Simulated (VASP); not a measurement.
# BN (I-4m2) in VASP: a series of runs

The runs below take BN through single point, with PBE.

Program: VASP 6.6.1. These are calculated values, not measurements. Logs are shortened: lines on timing, memory, paths and dates and some standing lists are left out, and cuts for length are marked.

## 1. The cell of the first run

The structure is tetragonal, space group I-4m2 (No. 119). Conventional cell: a = 2.450 Å, b = 2.450 Å, c = 3.670 Å, α = 90.00°, β = 90.00°, γ = 90.00°. B (site symmetry -4m2) has 4 N at 1.53 Å within 2.0 Å. N (site symmetry -4m2) has 4 B at 1.53 Å within 2.0 Å.

## 2. Single point, PBE (epitaxial xy strain -4.0%)

INCAR

```
SYSTEM = BN
ALGO = Normal
EDIFF = 1E-7
ENCUT = 520
GGA = PE
ISIF = 2
ISMEAR = 0
LASPH = .TRUE.
LCHARG = .FALSE.
LREAL = .FALSE.
LWAVE = .FALSE.
NBANDS = 11
NELM = 100
PREC = Accurate
SIGMA = 0.01
```

KPOINTS

```
k-points
0
G
  6 6 6
  0 0 0
```

POSCAR

```
BN
1.0
    0.0000000000      1.7326324464      1.8351386583
    1.7326324464      0.0000000000      1.8351386583
    1.7326324464      1.7326324464      0.0000000000
B N
1 1
Direct
    0.0000000000      0.0000000000      0.0000000000
    0.2500000000      0.2500000000      0.2500000000
```

Potentials or basis: VASP PAW PBE potentials, release 64 (B, N).

Launch:

```bash
$ cat potpaw_PBE.64/B/POTCAR potpaw_PBE.64/N/POTCAR > POTCAR
$ mpirun -np 1 vasp_std > vasp.out
```

OUTCAR:

```text
SYSTEM = BN
   EDIFF = 1E-7
   ENCUT = 520
   GGA = PE
   ISIF = 2
   ISMEAR = 0
   LASPH = .TRUE.
   LREAL = .FALSE.
   NELM = 100
   PREC = Accurate

 ion  position               nearest neighbor table
   1  0.000  0.000  0.000-   2 1.53   2 1.53   2 1.53   2 1.53
   2  0.250  0.250  0.250-   1 1.53   1 1.53   1 1.53   1 1.53

  LATTYP: Found a body centered tetragonal cell.
 ALAT       =     2.4503123043
 C/A-ratio  =     1.4978814375

  Lattice vectors:

 A1 = (  -1.7326324464,   0.0000000000,   1.8351386583)
 A2 = (   1.7326324464,   0.0000000000,   1.8351386583)
 A3 = (   0.0000000000,   1.7326324464,  -1.8351386583)

Analysis of symmetry for initial positions (statically):
=====================================================================
 Subroutine PRICEL returns:
 Original cell was already a primitive cell.

 Routine SETGRP: Setting up the symmetry group for a
 body centered tetragonal supercell.

 Subroutine GETGRP returns: Found  8 space group operations
 (whereof  8 operations were pure point group operations)
 out of a pool of 16 trial point group operations.

The static configuration has the point symmetry D_2d.

Analysis of symmetry for dynamics (positions and initial velocities):
=====================================================================
 Subroutine PRICEL returns:
 Original cell was already a primitive cell.

 Routine SETGRP: Setting up the symmetry group for a
 body centered tetragonal supercell.

 Subroutine GETGRP returns: Found  8 space group operations
 (whereof  8 operations were pure point group operations)
 out of a pool of 16 trial point group operations.

The dynamic configuration has the point symmetry D_2d.

 Subroutine INISYM returns: Found  8 space group operations
 (whereof  8 operations are pure point group operations),
 and found     1 'primitive' translations

----------------------------------------------------------------------------------------

                                     Primitive cell

  volume of cell :      11.0182

  direct lattice vectors                    reciprocal lattice vectors
     0.000000000  1.732632446  1.835138658    -0.288578227  0.288578227  0.272458976
     1.732632446  0.000000000  1.835138658     0.288578227 -0.288578227  0.272458976
     1.732632446  1.732632446  0.000000000     0.288578227  0.288578227 -0.272458976

  length of vectors
     2.523836185  2.523836185  2.450312304     0.490702232  0.490702232  0.490702232

  position of ions in fractional coordinates (direct lattice)
     0.000000000  0.000000000  0.000000000
     0.250000000  0.250000000  0.250000000

  ion indices of the primitive-cell ions
   primitive index   ion index
                 1           1
                 2           2

----------------------------------------------------------------------------------------

 KPOINTS: k-points

Automatic generation of k-mesh.
 Grid dimensions read from file:
 generate k-points for:    6    6    6

 Generating k-lattice:

  Cartesian coordinates                     Fractional coordinates (reciprocal lattice)
    -0.048096371  0.048096371  0.045409829     0.166666667 -0.000000000  0.000000000
     0.048096371 -0.048096371  0.045409829    -0.000000000  0.166666667  0.000000000
     0.048096371  0.048096371 -0.045409829     0.000000000  0.000000000  0.166666667

  Length of vectors
     0.081783705  0.081783705  0.081783705

  Shift w.r.t. Gamma in fractional coordinates (k-lattice)
     0.000000000  0.000000000  0.000000000

 Subroutine IBZKPT returns following result:
 ===========================================

 Found     30 irreducible k-points:

 Following reciprocal coordinates:
            Coordinates               Weight
  0.000000  0.000000  0.000000      1.000000
  0.166667  0.000000  0.000000      8.000000
  0.333333  0.000000  0.000000      8.000000
  0.500000  0.000000  0.000000      4.000000
  0.166667  0.166667  0.000000      2.000000
  0.333333  0.166667  0.000000      8.000000
[... 16 lines left out ...]
  0.333333  0.000000  0.333333      4.000000
  0.500000  0.000000  0.333333     16.000000
 [... further k-points ...]
   k-points           NKPTS =     30   k-points in BZ     NKDIM =     30   number of bands    NBANDS=     11
   number of dos      NEDOS =    301   number of ions     NIONS =      2
   total plane-waves  NPLWV =   7200
   dimension x,y,z NGX =    20 NGY =   20 NGZ =   18
   dimension x,y,z NGXF=    40 NGYF=   40 NGZF=   36
   ions per type =               1   1
   NGX,Y,Z   is equivalent  to a cutoff of  13.17, 13.17, 12.21 a.u.
   NGXF,Y,Z  is equivalent  to a cutoff of  26.35, 26.35, 24.42 a.u.
 SYSTEM =  BN
   PREC   = accura    normal or accurate (medium, high low for compatibility)
   ISTART =      0    job   : 0-new  1-cont  2-samecut
   ICHARG =      2    charge: 1-file 2-atom 10-const
   ISPIN  =      1    spin polarized calculation?
   LNONCOLLINEAR =      F non collinear calculations
[... 56 lines left out ...]
 fundamental gap:      3.9746247404
 Fermi energy:         8.5816025456

 k-point     1 :       0.0000    0.0000    0.0000
  band No.  band energies     occupation
      1     -12.7512      2.00000
      2       7.8553      2.00000
      3       8.5102      2.00000
      4       8.5102      2.00000
      5      17.3332      0.00000
      6      17.3332      0.00000
      7      17.7521      0.00000
      8      19.7679      0.00000
      9      34.3927      0.00000
     10      34.9897      0.00000
     11      35.5957      0.00000

 k-point     2 :       0.1667    0.0000    0.0000
  band No.  band energies     occupation
      1     -12.0410      2.00000
      2       5.1220      2.00000
      3       7.3454      2.00000
      4       7.9261      2.00000
      5      17.8092      0.00000
      6      18.3654      0.00000
      7      18.9002      0.00000
      8      21.5469      0.00000
      9      31.7154      0.00000
     10      33.5490      0.00000
     11      33.8253      0.00000

 k-point     3 :       0.3333    0.0000    0.0000
  band No.  band energies     occupation
      1     -10.0479      2.00000
      2       0.0117      2.00000
      3       6.1922      2.00000
      4       7.0566      2.00000
      5      18.1468      0.00000
      6      19.5715      0.00000
      7      19.9905      0.00000
      8      23.6901      0.00000
      9      32.1222      0.00000
     10      33.6403      0.00000
     11      33.7784      0.00000

 k-point     4 :       0.5000    0.0000    0.0000
  band No.  band energies     occupation
      1      -8.1824      2.00000
      2      -3.0477      2.00000
      3       5.7310      2.00000
      4       6.7128      2.00000
      5      18.0923      0.00000
      6      19.7309      0.00000
      7      20.2982      0.00000
      8      24.2880      0.00000
      9      32.6564      0.00000
     10      36.1048      0.00000
     11      36.3881      0.00000

 k-point     5 :       0.1667    0.1667    0.0000
  band No.  band energies     occupation
      1     -11.8820      2.00000
      2       5.7282      2.00000
      3       6.7384      2.00000
      4       6.7384      2.00000
      5      16.7683      0.00000
      6      20.0306      0.00000
      7      20.0306      0.00000
      8      21.3148      0.00000
      9      26.9023      0.00000
     10      35.6188      0.00000
     11      39.7380      0.00000
[... 211 lines left out ...]
 k-point    21 :      -0.1667    0.3333    0.1667
  band No.  band energies     occupation
      1      -8.3116      2.00000
      2       0.2639      2.00000
      3       2.1541      2.00000
      4       4.8737      2.00000
      5      17.2759      0.00000
      6      20.8511      0.00000
      7      22.8454      0.00000
      8      24.0000      0.00000
      9      29.3475      0.00000
     10      35.2597      0.00000
     11      38.1231      0.00000

 k-point    22 :      -0.3333    0.5000    0.1667
  band No.  band energies     occupation
      1      -6.7645      2.00000
      2      -0.8395      2.00000
      3       1.9478      2.00000
      4       2.1525      2.00000
      5      17.1392      0.00000
      6      21.8982      0.00000
      7      24.3521      0.00000
      8      25.8904      0.00000
      9      28.2477      0.00000
     10      35.0456      0.00000
     11      39.7770      0.00000

 k-point    23 :       0.3333    0.0000    0.3333
  band No.  band energies     occupation
      1      -9.0317      2.00000
      2       2.3144      2.00000
      3       3.6634      2.00000
      4       3.8266      2.00000
      5      13.9375      0.00000
      6      18.7050      0.00000
      7      23.7421      0.00000
      8      25.5890      0.00000
      9      29.0259      0.00000
     10      37.1053      0.00000
     11      41.6061      0.00000

 k-point    24 :       0.5000    0.0000    0.3333
  band No.  band energies     occupation
      1      -7.1605      2.00000
      2      -0.1193      2.00000
      3       1.9846      2.00000
      4       3.4134      2.00000
      5      14.3693      0.00000
      6      19.4591      0.00000
      7      24.6481      0.00000
      8      26.3089      0.00000
      9      29.7091      0.00000
     10      36.3228      0.00000
     11      39.4453      0.00000

 [... further k-points ...]
[... 5 lines left out ...]
  --------------------------------------------------------------------------------------
  -------------------------------------------------------------------------------------
  Total        3.2489320      3.2489320      0.4413412      0.0000000      0.0000000      0.0000000
  in kB      472.4321381    472.4321381     64.1760959      0.0000000      0.0000000      0.0000000
  external PRESSURE =     336.3467907 kB  Pullay stress =       0.0000000 kB

 VOLUME and BASIS-vectors are now :
 -----------------------------------------------------------------------------
  energy-cutoff  :      520.00
  volume of cell :       11.02
      direct lattice vectors                 reciprocal lattice vectors
     0.000000000  1.732632446  1.835138658    -0.288578227  0.288578227  0.272458976
     1.732632446  0.000000000  1.835138658     0.288578227 -0.288578227  0.272458976
     1.732632446  1.732632446  0.000000000     0.288578227  0.288578227 -0.272458976

 POSITION                                       TOTAL-FORCE (eV/Angst)
 -----------------------------------------------------------------------------------
      0.00000      0.00000      0.00000        -0.000000     -0.000000      0.000000
      0.86632      0.86632      0.91757         0.000000      0.000000      0.000000
 -----------------------------------------------------------------------------------
    total drift:                                0.000002      0.000002     -0.000007

  FREE ENERGIE OF THE ION-ELECTRON SYSTEM (eV)
  ---------------------------------------------------
  free  energy   TOTEN  =       -17.3045005218 eV

  energy  without entropy=      -17.3045005218  energy(sigma->0) =      -17.30450052
```

It took 3.1 s on 1 thread of Intel Xeon Platinum 8488C (Sapphire Rapids), shared host; peak memory 0.12 GiB.

What came out:

```yaml
Free_energy: -17.3045 eV
Pressure: 33.6 GPa
Band_gap_on_the_k_mesh: 3.97 eV, indirect (least direct gap 8.82 eV)
```

Caveat: the k points lie up to 0.51 Å⁻¹ apart; the cell differs from its parent crystal (epitaxial xy strain -4.0%). A k mesh can miss the band edges.

## 3. Single point, PBE (epitaxial xy strain -3.0%)

INCAR

```
  ALGO = Normal
  EDIFF = 1E-7
  ENCUT = 520
  GGA = PE
  ISIF = 2
  ISMEAR = 0
  LASPH = T
  LCHARG = F
  LREAL = F
  LWAVE = F
  NBANDS = 11
  NELM = 60
  PREC = Accurate
  SIGMA = 0.01
```

KPOINTS

```
k-points
0
Gamma
  6 6 6
```

POSCAR

```
BN
1.0
    0.0000000000      1.7506807011      1.8276884058
    1.7506807011      0.0000000000      1.8276884058
    1.7506807011      1.7506807011      0.0000000000
B N
1 1
Direct
    0.0000000000      0.0000000000      0.0000000000
    0.2500000000      0.2500000000      0.2500000000
```

Potentials or basis: VASP PAW PBE potentials, release 64 (B, N).

Launch:

```bash
$ cat potpaw_PBE.64/B/POTCAR potpaw_PBE.64/N/POTCAR > POTCAR
$ mpirun -np 1 vasp_std > vasp.out
```

Wall time 3.1 s (1 thread of Intel Xeon Platinum 8488C (Sapphire Rapids), shared host); peak memory 0.11 GiB.

It converged, with:

```yaml
Free_energy: -17.3624 eV
Pressure: 25.7 GPa
Band_gap_on_the_k_mesh: 4.10 eV, indirect (least direct gap 8.83 eV)
```

Stress tensor (GPa, compression positive):
```
35.53  0.00  0.00
 0.00 35.53  0.00
 0.00  0.00  6.02
```

Levels at points of the mesh, in eV from the valence-band top:
| k point | band 1 | band 2 | band 3 | band 4 | band 5 | band 6 | band 7 | band 8 |
| --- | --- | --- | --- | --- | --- | --- | --- | --- |
| (0.00, 0.00, 0.00) | -21.00 | -0.47 | 0.00 | 0.00 | 8.83 | 8.83 | 9.14 | 11.05 |
| (0.50, 0.00, 0.00) | -16.52 | -11.34 | -2.56 | -1.84 | 9.83 | 11.09 | 11.44 | 15.66 |
| (0.50, 0.50, 0.00) | -15.44 | -9.85 | -4.91 | -4.91 | 4.90 | 10.06 | 18.49 | 18.49 |
| (0.50, 0.00, 0.50) | -14.90 | -9.21 | -5.52 | -5.51 | 4.10 | 9.03 | 18.18 | 18.90 |

Caveat: the k points lie up to 0.51 Å⁻¹ apart; the cell differs from its parent crystal (epitaxial xy strain -3.0%). A k mesh can miss the band edges.

## 4. Single point, PBE (epitaxial xy strain -2.0%)

INCAR

```
SYSTEM = BN
ALGO = Normal
EDIFF = 1E-6
ENCUT = 520
GGA = PE
ISIF = 2
ISMEAR = 0
LASPH = .True.
LCHARG = .True.
LELF = .True.
LREAL = .False.
LVHAR = .True.
LWAVE = .False.
NBANDS = 11
NELM = 60
PREC = Accurate
SIGMA = 0.01
```

KPOINTS

```
k-points
0
Gamma
  6 6 6
  0 0 0
```

POSCAR

```
BN
1.0
    0.0000000000      1.7687289557      1.8201559063
    1.7687289557      0.0000000000      1.8201559063
    1.7687289557      1.7687289557      0.0000000000
B N
1 1
Direct
    0.0000000000      0.0000000000      0.0000000000
    0.2500000000      0.2500000000      0.2500000000
```

Launch:

```bash
$ cat potpaw_PBE.64/B/POTCAR potpaw_PBE.64/N/POTCAR > POTCAR
$ mpirun -np 1 vasp_std > vasp.out
```

It took 3.2 s on 1 thread of Intel Xeon Platinum 8488C (Sapphire Rapids), shared host; peak memory 0.11 GiB.

The run converged. Its results:

* Free energy: -17.4044 eV
* Pressure: 18.3 GPa
* Band gap on the k mesh: 4.23 eV, indirect (least direct gap 8.83 eV)

Stress tensor (GPa, compression positive):
```
24.64  0.00  0.00
 0.00 24.64  0.00
 0.00  0.00  5.67
```

Levels at points of the mesh, in eV from the valence-band top:
| k point | band 1 | band 2 | band 3 | band 4 | band 5 | band 6 | band 7 | band 8 |
| --- | --- | --- | --- | --- | --- | --- | --- | --- |
| (0.00, 0.00, 0.00) | -20.75 | -0.30 | 0.00 | 0.00 | 8.83 | 8.83 | 9.04 | 10.84 |
| (0.50, 0.00, 0.00) | -16.36 | -11.13 | -2.34 | -1.88 | 10.05 | 10.97 | 11.11 | 15.54 |
| (0.50, 0.50, 0.00) | -15.17 | -9.54 | -4.92 | -4.92 | 4.75 | 9.79 | 18.33 | 18.33 |
| (0.50, 0.00, 0.50) | -14.82 | -9.12 | -5.32 | -5.31 | 4.23 | 9.11 | 18.14 | 18.60 |

Caveat: the k points lie up to 0.51 Å⁻¹ apart; the cell differs from its parent crystal (epitaxial xy strain -2.0%).

## 5. Single point, PBE (epitaxial xy strain -1.0%)

INCAR

```
  ALGO = Normal
  EDIFF = 1E-6
  ENCUT = 520
  GGA = PE
  ISIF = 2
  ISMEAR = 0
  LASPH = True
  LCHARG = False
  LREAL = False
  LWAVE = False
  NBANDS = 11
  NELM = 80
  PREC = Accurate
  SIGMA = 0.01
```

KPOINTS

```
k-points
0
Gamma
  6 6 6
```

POSCAR

```
BN
1.0
    0.0000000000      1.7867772104      1.8125564011
    1.7867772104      0.0000000000      1.8125564011
    1.7867772104      1.7867772104      0.0000000000
B N
1 1
Direct
    0.0000000000      0.0000000000      0.0000000000
    0.2500000000      0.2500000000      0.2500000000
```

Launch:

```bash
$ cat potpaw_PBE.64/B/POTCAR potpaw_PBE.64/N/POTCAR > POTCAR
$ mpirun -np 1 vasp_std > vasp.out
```

It took 3.1 s on 1 thread of Intel Xeon Platinum 8488C (Sapphire Rapids), shared host; peak memory 0.11 GiB.

It converged, with:

| Quantity | Value |
| --- | --- |
| Free energy | -17.4315 eV |
| Pressure | 11.4 GPa |
| Band gap on the k mesh | 4.35 eV, indirect (least direct gap 8.83 eV) |

Stress tensor (GPa, compression positive):
```
14.50  0.00  0.00
 0.00 14.50  0.00
 0.00  0.00  5.34
```

Levels at points of the mesh, in eV from the valence-band top:
```tsv
k point	band 2	band 3	band 4	band 5	band 6	band 7
(0.00, 0.00, 0.00)	-0.15	0.00	0.00	8.83	8.83	8.94
(0.50, 0.00, 0.00)	-10.93	-2.14	-1.91	10.22	10.83	10.85
(0.50, 0.50, 0.00)	-9.24	-4.92	-4.92	4.60	9.52	18.16
(0.50, 0.00, 0.50)	-9.03	-5.12	-5.12	4.35	9.18	18.07
```

Caveat: the k points lie up to 0.51 Å⁻¹ apart; the cell differs from its parent crystal (epitaxial xy strain -1.0%).

## 6. Single point, PBE (epitaxial xy strain +1.0%)

INCAR

```
SYSTEM = BN
  PREC = Accurate
  ENCUT = 520
  EDIFF = 1E-7
  ISMEAR = 0
  SIGMA = 0.01
  LREAL = .False.
  LASPH = .True.
  NELM = 100
  ALGO = Normal
  ISIF = 2
  LWAVE = .False.
  LCHARG = .True.
  GGA = PE
  LELF = .True.
  LVHAR = .True.
  NBANDS = 11
```

KPOINTS

```
regular mesh
0
Gamma
  6 6 6
  0 0 0
```

POSCAR

```
BN
1.0
    0.0000000000      1.8228737197      1.7971376930
    1.8228737197      0.0000000000      1.7971376930
    1.8228737197      1.8228737197      0.0000000000
B N
1 1
Direct
    0.0000000000      0.0000000000      0.0000000000
    0.2500000000      0.2500000000      0.2500000000
```

Potentials or basis: VASP PAW PBE potentials, release 64 (B, N).

Launch:

```bash
$ cat potpaw_PBE.64/B/POTCAR potpaw_PBE.64/N/POTCAR > POTCAR
$ mpirun -np 1 vasp_std > vasp.out
```

Wall time 3.4 s (1 thread of Intel Xeon Platinum 8488C (Sapphire Rapids), shared host); peak memory 0.12 GiB.

It converged, with:

```
Free energy            : -17.4440 eV
Pressure               : -0.9 GPa
Band gap on the k mesh : 4.19 eV, indirect (least direct gap 8.61 eV)
```

Stress tensor (GPa, compression positive):
```
-3.73  0.00  0.00
 0.00 -3.73  0.00
 0.00  0.00  4.75
```

Levels at points of the mesh, in eV from the valence-band top:
```tsv
k point	band 2	band 3	band 4	band 5	band 6	band 7
(0.00, 0.00, 0.00)	-0.14	-0.14	0.00	8.61	8.71	8.71
(0.50, 0.00, 0.00)	-10.68	-2.12	-1.90	9.83	10.47	10.70
(0.50, 0.50, 0.00)	-8.80	-5.07	-5.07	4.19	8.85	17.68
(0.50, 0.00, 0.50)	-9.00	-4.88	-4.87	4.44	9.19	17.53
```

Caveat: the k points lie up to 0.50 Å⁻¹ apart; the cell differs from its parent crystal (epitaxial xy strain +1.0%). A k mesh can miss the band edges.

## 7. Overview

| cell | gap on the mesh (eV) | pressure (GPa) |
| --- | --- | --- |
| a = 2.524, b = 2.524, c = 2.450 Å, angles 61.0, 61.0, 58.1°, 2 atoms | 3.97 | 33.6 |
| a = 2.531, b = 2.531, c = 2.476 Å, angles 60.7, 60.7, 58.6°, 2 atoms | 4.10 | 25.7 |
| a = 2.538, b = 2.538, c = 2.501 Å, angles 60.5, 60.5, 59.0°, 2 atoms | 4.23 | 18.3 |
| a = 2.545, b = 2.545, c = 2.527 Å, angles 60.2, 60.2, 59.5°, 2 atoms | 4.35 | 11.4 |
| a = 2.560, b = 2.560, c = 2.578 Å, angles 59.8, 59.8, 60.5°, 2 atoms | 4.19 | -0.9 |

Alike in all rows: task single point; level PBE; potentials or basis VASP PAW PBE potentials, release 64 (B, N); no spin polarisation; k mesh 6 × 6 × 6; cutoff (eV) 520; smearing gaussian 0.01 eV.

Caveats: all runs use coarse meshes.

Total energies depend on the potentials used, so only differences within one code and one set of settings carry meaning.
